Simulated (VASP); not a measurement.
A run of VASP 6.6.1 is set up as follows.

The input POSCAR:

```
TlBSe2
1.0
    0.0000000000      6.6955159690      0.0000000000
    6.6955159690      0.0000000000      0.0000000000
    3.3477579845      3.3477579845     -3.9883434840
Tl B Se
2 2 4
Direct
    0.0000000000      0.0000000000      0.0000000000
    0.7500000000      0.2500000000      0.5000000000
    0.5000000000      0.5000000000      0.0000000000
    0.2500000000      0.7500000000      0.5000000000
    0.3750000000      0.5022438543      0.7500000000
    0.4977561457      0.1250000000      0.2500000000
    0.8750000000      0.7477561457      0.7500000000
    0.2522438543      0.6250000000      0.2500000000
```

Contents of INCAR.step1:

```
SYSTEM = TlBSe2
ALGO     = Normal         ! electronic algorithm
EDIFF    = 1E-5           ! SCF threshold, eV
ENCUT    = 550            ! plane-wave cutoff, eV
GGA      = PE             ! functional
GGA_COMPAT= .FALSE.      
ISMEAR   = -1             ! smearing method
LASPH    = .TRUE.         ! aspherical terms in the spheres
LCHARG   = .FALSE.        ! write CHGCAR
LREAL    = .FALSE.        ! projectors in reciprocal space
LWAVE    = .TRUE.         ! write WAVECAR
NBANDS   = 38             ! bands
NELM     = 120            ! most SCF steps
PREC     = Accurate       ! precision mode
SIGMA    = 0.1            ! smearing width, eV
```

The input INCAR.step2:

```
SYSTEM = TlBSe2
ALGO     = Normal         ! electronic algorithm
EDIFF    = 1E-6           ! SCF threshold, eV
ENCUT    = 550            ! plane-wave cutoff, eV
GGA_COMPAT= .FALSE.      
ISIF     = 2              ! what is computed and relaxed
ISMEAR   = -1             ! smearing method
ISTART   = 1            
LASPH    = .TRUE.         ! aspherical terms in the spheres
LCHARG   = .FALSE.        ! write CHGCAR
LMIXTAU  = .TRUE.       
LREAL    = .FALSE.        ! projectors in reciprocal space
LWAVE    = .FALSE.        ! write WAVECAR
METAGGA  = R2SCAN         ! meta-GGA
NBANDS   = 38             ! bands
NELM     = 120            ! most SCF steps
PREC     = Accurate       ! precision mode
SIGMA    = 0.1            ! smearing width, eV
```

Contents of KPOINTS:

```
k-points
0
G
  6 6 6
  0 0 0
```

Potentials or basis: VASP PAW PBE potentials, release 64 (Tl_d, B, Se).

Run with:

```bash
$ cat potpaw_PBE.64/Tl_d/POTCAR potpaw_PBE.64/B/POTCAR potpaw_PBE.64/Se/POTCAR > POTCAR
$ cp INCAR.step1 INCAR
$ mpirun -np 1 vasp_std > vasp.out
$ cp INCAR.step2 INCAR
$ mpirun -np 1 vasp_std > vasp.out
```

**Question.** Estimate the largest force.

**Answer.** 0.011 eV/Å.

**Question.** Estimate the pressure.

**Answer.** 0.0 GPa.

**Question.** Predict the band gap on the k mesh.

**Answer.** 1.38 eV (least direct gap 1.63 eV).

Forces in eV/Å, atoms in the order of the input:
```
Tl   0.000  0.000  0.000
Tl   0.000  0.000  0.000
B    0.000  0.000  0.000
B    0.000  0.000  0.000
Se  -0.011  0.000  0.000
Se   0.000  0.011  0.000
Se   0.011  0.000  0.000
Se   0.000 -0.011  0.000
```

Caveat: the PAW data sets were made with another functional, which shifts forces and pressure a little; spin-orbit coupling is left out, which moves the levels of the heavy elements. A k mesh can miss the band edges.
